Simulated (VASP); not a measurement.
# TiBr (Pm-3m) in VASP: further runs

TiBr is run at these levels: PBE; tasks: relaxation of cell and atoms, single point.

Program: VASP 6.6.1. These are calculated values, not measurements. Logs are shortened: lines on timing, memory, paths and dates and some standing lists are left out, and cuts for length are marked.

### 1 The cell of the first run

It takes space group Pm-3m (No. 221, cubic). The conventional cell has a = 3.769 Å, b = 3.769 Å, c = 3.769 Å, α = 90.00°, β = 90.00°, γ = 90.00°. Ti (site symmetry m-3m) has 8 Br at 3.26 Å and 6 Ti at 3.77 Å within 4.3 Å. Br (site symmetry m-3m) has 8 Ti at 3.26 Å and 6 Br at 3.77 Å within 4.3 Å.

### 2 Relaxation of cell and atoms, PBE, collinear spin, ferromagnetic start

INCAR reads:

```
  ALGO = Normal
  EDIFF = 1E-7
  EDIFFG = -0.04
  ENCUT = 600
  GGA = PE
  IBRION = 2
  ISIF = 3
  ISMEAR = 0
  ISPIN = 2
  LASPH = T
  LCHARG = F
  LMAXMIX = 4
  LORBIT = 11
  LREAL = F
  LWAVE = F
  MAGMOM = 1 0
  NELM = 150
  NSW = 90
  PREC = Accurate
  SIGMA = 0.1
```

KPOINTS reads:

```
k-points
0
Gamma
  4 4 4
```

POSCAR reads:

```
TiBr
1.0
    3.7692738000      0.0000000000      0.0000000000
    0.0000000000      3.7692738000      0.0000000000
    0.0000000000      0.0000000000      3.7692738000
Ti Br
1 1
Direct
    0.0000000000      0.0000000000      0.0000000000
    0.5000000000      0.5000000000      0.5000000000
```

Potentials or basis: VASP PAW PBE potentials, release 64 (Ti_sv, Br).

The run is started by

```console
$ cat potpaw_PBE.64/Ti_sv/POTCAR potpaw_PBE.64/Br/POTCAR > POTCAR
$ mpirun -np 1 vasp_std > vasp.out
```

OUTCAR:

```text
EDIFF = 1E-7
   EDIFFG = -0.04
   ENCUT = 600
   GGA = PE
   IBRION = 2
   ISIF = 3
   ISMEAR = 0
   ISPIN = 2
   LASPH = T
   LORBIT = 11
   LREAL = F
   NELM = 150
   NSW = 90
   PREC = Accurate

 ion  position               nearest neighbor table
   1  0.000  0.000  0.000-
   2  0.500  0.500  0.500-

  LATTYP: Found a simple cubic cell.
 ALAT       =     3.7692738000

  Lattice vectors:

 A1 = (   3.7692738000,   0.0000000000,   0.0000000000)
 A2 = (   0.0000000000,   3.7692738000,   0.0000000000)
 A3 = (   0.0000000000,   0.0000000000,   3.7692738000)

Analysis of symmetry for initial positions (statically):
=====================================================================
 Subroutine PRICEL returns:
 Original cell was already a primitive cell.

 Routine SETGRP: Setting up the symmetry group for a
 simple cubic supercell.

 Subroutine GETGRP returns: Found 48 space group operations
 (whereof 48 operations were pure point group operations)
 out of a pool of 48 trial point group operations.

The static configuration has the point symmetry O_h .

Analysis of symmetry for dynamics (positions and initial velocities):
=====================================================================
 Subroutine PRICEL returns:
 Original cell was already a primitive cell.

 Routine SETGRP: Setting up the symmetry group for a
 simple cubic supercell.

 Subroutine GETGRP returns: Found 48 space group operations
 (whereof 48 operations were pure point group operations)
 out of a pool of 48 trial point group operations.

The dynamic configuration has the point symmetry O_h .

Analysis of structural, dynamic, and magnetic symmetry:
=====================================================================
 Subroutine PRICEL returns:
 Original cell was already a primitive cell.

 Routine SETGRP: Setting up the symmetry group for a
 simple cubic supercell.

 Subroutine GETGRP returns: Found 48 space group operations
 (whereof 48 operations were pure point group operations)
 out of a pool of 48 trial point group operations.

The overall configuration has the point symmetry O_h .

 Subroutine INISYM returns: Found 48 space group operations
 (whereof 48 operations are pure point group operations),
 and found     1 'primitive' translations

[... 60 lines left out ...]
  0.500000  0.500000  0.500000      1.000000
   k-points           NKPTS =     10   k-points in BZ     NKDIM =     10   number of bands    NBANDS=     14
   number of dos      NEDOS =    301   number of ions     NIONS =      2
   total plane-waves  NPLWV =  27000
   dimension x,y,z NGX =    30 NGY =   30 NGZ =   30
   dimension x,y,z NGXF=    60 NGYF=   60 NGZF=   60
   ions per type =               1   1
   NGX,Y,Z   is equivalent  to a cutoff of  13.23, 13.23, 13.23 a.u.
   NGXF,Y,Z  is equivalent  to a cutoff of  26.46, 26.46, 26.46 a.u.
 SYSTEM =  unknown system
   PREC   = accura    normal or accurate (medium, high low for compatibility)
   ISTART =      0    job   : 0-new  1-cont  2-samecut
   ICHARG =      2    charge: 1-file 2-atom 10-const
   ISPIN  =      2    spin polarized calculation?
   LNONCOLLINEAR =      F non collinear calculations
   LSORBIT =      F    spin-orbit coupling
   LASPH  =      T    aspherical Exc in radial PAW
   ENCUT  =  600.0 eV  44.10 Ry    6.64 a.u.   7.53  7.53  7.53*2*pi/ulx,y,z
   NELM   =    150;   NELMIN=  2; NELMDL= -5     # of ELM steps
   EDIFF  = 0.1E-06   stopping-criterion for ELM
   LREAL  =      F    real-space projection
   EDIFFG = -.4E-01   stopping-criterion for IOM
   NSW    =     90    number of steps for IOM
   IBRION =      2    ionic relax: 0-MD 1-quasi-New 2-CG
   NFREE  =      1    steps in history (QN), initial steepest desc. (CG)
   ISIF   =      3    stress and relaxation
   ISYM   =      2    0-nonsym 1-usesym 2-fastsym
   POTIM  = 0.5000    time-step for ionic-motion
   TEBEG  =    0.0;   TEEND  =   0.0 temperature during run
   PSTRESS=    0.0 pullay stress
   NELECT =      19.0000    total number of electrons
   NUPDOWN=      -1.0000    fix difference up-down
   EMIN   =  10.00;   EMAX   =-10.00  energy-range for DOS
   EFERMI =   0.00;   METHOD = LEGACY
   ISMEAR =     0;   SIGMA  =   0.10  broadening in eV -4-tet -1-fermi 0-gaus
   EFERMI_NEDOS =   21; number of points for ismear=-14 and -15
   IALGO  =     38    algorithm
   IMIX   =      4    mixing-type and parameters
     AMIX     =   0.40;   BMIX     =  1.00
     AMIX_MAG =   1.60;   BMIX_MAG =  1.00
  volume/ion in A,a.u.               =      26.78       180.69
  Fermi-wavevector in a.u.,A,eV,Ry     =   1.158960  2.190116 18.275177  1.343188
  Thomas-Fermi vector in A             =   2.295557
   LORBIT       =     11    0 simple, 1 ext, 2 COOP (PROOUT), +10 PAW based schemes
   GGA     = PE    functional components
   LHFCALC =     F    Hartree Fock is set to
   AEXX    =    0.0000 exact exchange contribution
   IVDW    =     0    specifies the selected vdW correction
   LEPSILON=     F    determine dielectric tensor
   LRPA    =     F    only Hartree local field effects (RPA)
 conjugate gradient relaxation of ions
 spin polarized calculation
 Gauss-broadening in eV      SIGMA  =   0.10
  energy-cutoff  :      600.00
  volume of cell :       53.55
 maximum number of plane-waves:      1803
   NGX = 15   NGY = 15   NGZ = 15

--------------------------------------- Ionic step        1  -------------------------------------------

 number of electron      18.9999996 magnetization       2.8754052

 Free energy of the ion-electron system (eV)
  ---------------------------------------------------
  ext. energy  EPLUGINS =         0.00000000
  ---------------------------------------------------
  free energy    TOTEN  =        -8.89593603 eV

  energy without entropy =       -8.88207226  energy(sigma->0) =       -8.88900415

 E-fermi :   5.1304     XC(G=0):  -9.2166

 val. band max:        5.1093924057   @ k =   0.5000   0.2500   0.0000
 cond. band min:       5.2955946363   @ k =   0.5000   0.2500   0.0000
 fundamental gap:      0.1862022307
 Fermi energy:         5.1303874688
[... 922 lines left out ...]
 number of electron      19.0000001 magnetization      -0.0000006

 number of electron      19.0000001 magnetization       0.0000058

 Free energy of the ion-electron system (eV)
  ---------------------------------------------------
  ext. energy  EPLUGINS =         0.00000000
  ---------------------------------------------------
  free energy    TOTEN  =        -9.54092259 eV

  energy without entropy =       -9.53127984  energy(sigma->0) =       -9.53610121

 E-fermi :   9.4246     XC(G=0): -11.3075

 val. band max:        9.4148557798   @ k =   0.5000   0.5000   0.0000
 cond. band min:       9.5766982183   @ k =   0.5000   0.2500   0.2500
 fundamental gap:      0.1618424385
 Fermi energy:         9.4245726093
[... 372 lines left out ...]
  FREE ENERGIE OF THE ION-ELECTRON SYSTEM (eV)
  ---------------------------------------------------
  free  energy   TOTEN  =        -9.5409225860 eV

  energy  without entropy=       -9.5312798423  energy(sigma->0) =       -9.53610121

 reached required accuracy - stopping structural energy minimisation

 total charge

# of ion       s       p       d       tot
------------------------------------------
    1        2.135   6.044   2.044  10.223
    2        1.611   3.179   0.106   4.896
--------------------------------------------------
tot          3.746   9.223   2.150  15.119

 magnetization (x)

# of ion       s       p       d       tot
------------------------------------------
    1        0.000   0.000   0.000   0.000
    2        0.000  -0.000   0.000  -0.000
--------------------------------------------------
tot          0.000  -0.000   0.000   0.000
```

It took 1.9 min on 1 thread of Intel Xeon 6975P-C (Granite Rapids), shared host; peak memory 0.2 GiB.

Results:

| Quantity | Value |
| --- | --- |
| Free energy | -9.5409 eV |
| Relaxed volume | 17.60 Å³/atom |
| Relaxed cell | a = 3.278 Å, b = 3.278 Å, c = 3.278 Å, α = 90.00°, β = 90.00°, γ = 90.00° |
| Space group after relaxing (to 0.05 Å) | Pm-3m (No. 221) |
| Energy gained by relaxing | 322.5 meV/atom |
| Ionic steps | 7 |
| Pressure after relaxing | -0.2 GPa |
| Net moment | 0.00 μB per cell |
| Valence electrons inside the program's atomic spheres | Ti 10.22; Br 4.90 |

Step by step:
```csv
step,energy change (eV),largest force (eV/Å),pressure (GPa),volume (Å³)
1,0.0000,0.0000,-7.74,53.55
2,-0.3194,0.0000,-7.87,44.14
3,1.9340,0.0000,102.42,22.63
4,-0.4759,0.0000,-8.56,40.79
5,-0.4933,0.0000,13.67,30.82
6,-0.6403,0.0000,-1.69,36.04
7,-0.6450,0.0000,-0.19,35.21
```

Final structure:
```
Ti Br
1.0
     3.27759    0.00000    0.00000
     0.00000    3.27759    0.00000
     0.00000    0.00000    3.27759
Ti Br
1 1
Direct
  0.00000 0.00000 0.00000
  0.50000 0.50000 0.50000
```

Caveat: the k points lie up to 0.48 Å⁻¹ apart in the final cell; the volume moved by over 15 % at a fixed basis, so the end points are rough; semilocal functionals often make such compounds metallic where correlation or magnetic order opens a gap, which also shifts bond lengths.

### 3 Single point, PBE

This run uses another cell than the first one, of 17.46 Å³/atom, 0.652 times its volume.

INCAR reads:

```
  ALGO = Normal
  EDIFF = 1E-6
  ENCUT = 520
  GGA = PE
  ISIF = 2
  ISMEAR = 0
  LASPH = True
  LCHARG = False
  LREAL = False
  LWAVE = False
  NBANDS = 16
  NELM = 60
  PREC = Accurate
  SIGMA = 0.1
```

KPOINTS reads:

```
k-points
0
Gamma
  18 18 18
```

POSCAR reads:

```
TiBr
1.0
    3.2682842026      0.0000000000      0.0000000000
    0.0000000000      3.2682842026      0.0000000000
    0.0000000000      0.0000000000      3.2682842026
Ti Br
1 1
Direct
    0.0000000000      0.0000000000      0.0000000000
    0.5000000000      0.5000000000      0.5000000000
```

Potentials or basis: VASP PAW PBE potentials, release 64 (Ti_sv, Br).

The run is started by

```console
$ cat potpaw_PBE.64/Ti_sv/POTCAR potpaw_PBE.64/Br/POTCAR > POTCAR
$ mpirun -np 1 vasp_std > vasp.out
```

It took 23 s on 1 thread of Intel Xeon 6975P-C (Granite Rapids), shared host; peak memory 0.23 GiB.

It converged, with:

| Item | Value |
| --- | --- |
| Free energy | -9.4781 eV |
| Pressure | 0.0 GPa |

Levels at points of the mesh, in eV from the Fermi level:
```csv
k point,band 5,band 6,band 7,band 8,band 9,band 10,band 11,band 12,band 13,band 14
"(0.00, 0.00, 0.00)",-19.37,-4.91,-4.91,-4.91,-2.19,-2.19,-0.11,0.98,0.98,0.98
"(0.50, 0.00, 0.00)",-18.49,-9.58,-5.05,-5.05,-1.25,1.21,1.40,1.97,1.97,2.71
"(0.50, 0.50, 0.00)",-18.02,-8.14,-8.14,-3.87,-2.41,-0.11,-0.11,-0.11,1.85,3.29
"(0.50, 0.50, 0.50)",-17.29,-8.16,-8.16,-8.16,1.31,1.31,1.31,1.91,1.91,2.42
```

Caveat: an odd number of electrons without spin polarisation forces a metal; a magnetic or distorted state may lie lower; semilocal functionals often make such compounds metallic where correlation or magnetic order opens a gap, which also shifts bond lengths.

### 4 Relaxation of cell and atoms, PBE

This run uses another cell than the first one, of 17.40 Å³/atom, 0.650 times its volume.

INCAR reads:

```
SYSTEM = TiBr
  PREC = Accurate
  ENCUT = 600
  EDIFF = 1E-7
  ISMEAR = 0
  SIGMA = 0.1
  LREAL = .FALSE.
  LASPH = .TRUE.
  NELM = 100
  ALGO = Normal
  ISIF = 3
  LWAVE = .FALSE.
  LCHARG = .FALSE.
  GGA = PE
  IBRION = 2
  NSW = 100
  EDIFFG = -0.01
```

KPOINTS reads:

```
regular mesh
0
G
  18 18 18
  0 0 0
```

POSCAR reads:

```
TiBr
1.0
    3.2647816362      0.0000000000      0.0000000000
    0.0000000000      3.2647816362      0.0000000000
    0.0000000000      0.0000000000      3.2647816362
Ti Br
1 1
Direct
    0.0000000000      0.0000000000      0.0000000000
    0.5000000000      0.5000000000      0.5000000000
```

The run is started by

```console
$ cat potpaw_PBE.64/Ti_sv/POTCAR potpaw_PBE.64/Br/POTCAR > POTCAR
$ mpirun -np 1 vasp_std > vasp.out
```

Run time: 68 s. Hardware: 1 thread of Intel Xeon 6975P-C (Granite Rapids), shared host; peak memory 0.27 GiB.

The run converged. Its results:

```
Free energy                            : -9.4784 eV
Relaxed volume                         : 17.49 Å³/atom
Relaxed cell                           : a = 3.270 Å, b = 3.270 Å, c = 3.270 Å, α = 90.00°, β = 90.00°, γ = 90.00°
Space group after relaxing (to 0.05 Å) : Pm-3m (No. 221)
Energy gained by relaxing              : 0.1 meV/atom
Ionic steps                            : 2
Pressure after relaxing                : -0.1 GPa
```

Step by step:
```
step  energy change (eV)  largest force (eV/Å)  pressure (GPa)  volume (Å³)
   1              0.0000                0.0000            0.32        34.80
   2             -0.0001                0.0000           -0.08        34.97
```

Final structure:
```cif
data_structure
_symmetry_space_group_name_H-M 'P 1'
_symmetry_Int_Tables_number 1
_cell_length_a 3.2703
_cell_length_b 3.2703
_cell_length_c 3.2703
_cell_angle_alpha 90.000
_cell_angle_beta 90.000
_cell_angle_gamma 90.000
_cell_volume 34.97
loop_
_atom_site_label
_atom_site_type_symbol
_atom_site_fract_x
_atom_site_fract_y
_atom_site_fract_z
_atom_site_occupancy
Ti1 Ti 0.00000 0.00000 0.00000 1
Br1 Br 0.50000 0.50000 0.50000 1
```

Levels at points of the mesh, in eV from the Fermi level:
```csv
k point,band 5,band 6,band 7,band 8,band 9,band 10,band 11,band 12,band 13
"(0.00, 0.00, 0.00)",-19.36,-4.91,-4.91,-4.91,-2.18,-2.18,-0.12,0.98,0.98
"(0.50, 0.00, 0.00)",-18.49,-9.56,-5.05,-5.05,-1.25,1.20,1.40,1.97,1.97
"(0.50, 0.50, 0.00)",-18.01,-8.13,-8.13,-3.87,-2.40,-0.12,-0.11,-0.11,1.84
"(0.50, 0.50, 0.50)",-17.29,-8.15,-8.15,-8.15,1.31,1.31,1.31,1.90,1.90
```

Caveat: an odd number of electrons without spin polarisation forces a metal; a magnetic or distorted state may lie lower; semilocal functionals often make such compounds metallic where correlation or magnetic order opens a gap, which also shifts bond lengths.

### 5 The runs side by side

```tsv
task	spin	cell	k mesh	cutoff (eV)	gap on the mesh (eV)	pressure (GPa)	relaxed volume (Å³/atom)
relaxation of cell and atoms	collinear, ferromagnetic start	relaxed from a = 3.769 Å, 2 atoms	4 × 4 × 4	600	none	-0.2	17.60
single point	off	a = 3.268 Å, 2 atoms	18 × 18 × 18	520	none	0.0	-
relaxation of cell and atoms	off	relaxed from a = 3.265 Å, 2 atoms	18 × 18 × 18	600	none	-0.1	17.49
```

Alike in all rows: level PBE; potentials or basis VASP PAW PBE potentials, release 64 (Ti_sv, Br); smearing gaussian 0.1 eV.

Caveats: some runs use coarse meshes; semilocal functionals often make such compounds metallic where correlation or magnetic order opens a gap, which also shifts bond lengths; an odd number of electrons without spin polarisation forces a metal (some runs); a magnetic or distorted state may lie lower (some runs); the volume moved by over 15 % at a fixed basis, so the end points are rough (some runs).

Absolute energies hang on the potentials; compare differences alone.
